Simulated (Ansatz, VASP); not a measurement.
## One calculation of PtSe2, two programs

```
CELL_PARAMETERS angstrom
3.72038 0.00000 0.00000
-1.86019 3.22195 0.00000
0.00000 0.00000 5.76905
ATOMIC_POSITIONS crystal
Pt 0.00000 0.00000 0.00000
Se 0.33333 0.66667 0.22691
Se 0.66667 0.33333 0.77309
```

Alike in both runs: functional r2SCAN; k mesh 6 × 6 × 4; no spin polarisation.

Ansatz relaxed the structure, and its values are those at the end. VASP's run is a single point on that final structure, the one shown.

```csv
,VASP,Ansatz
version,VASP 6.6.1,Ansatz 0.2.0
potentials or method,"VASP PAW PBE potentials, release 64 (Pt, Se), cutoff 520 eV","plane waves, PAW"
occupations,"fermi-dirac, width 0.1 eV",fermi-dirac
valence electrons in the cell,22,50
```

|  | VASP | Ansatz | Ansatz less VASP |
| --- | --- | --- | --- |
| pressure (GPa) | 0.1 | 0.0 | -0.07 |
| rms of the force components (eV/Å) | 0.006 | 0.001 | -0.0050 |

VASP's potentials were made for PBE, not for r2SCAN. VASP's potentials hold 22 valence electrons a cell and Ansatz's 50, so a difference there can come from the potentials and not from the codes.

Neither program's run includes spin-orbit coupling.
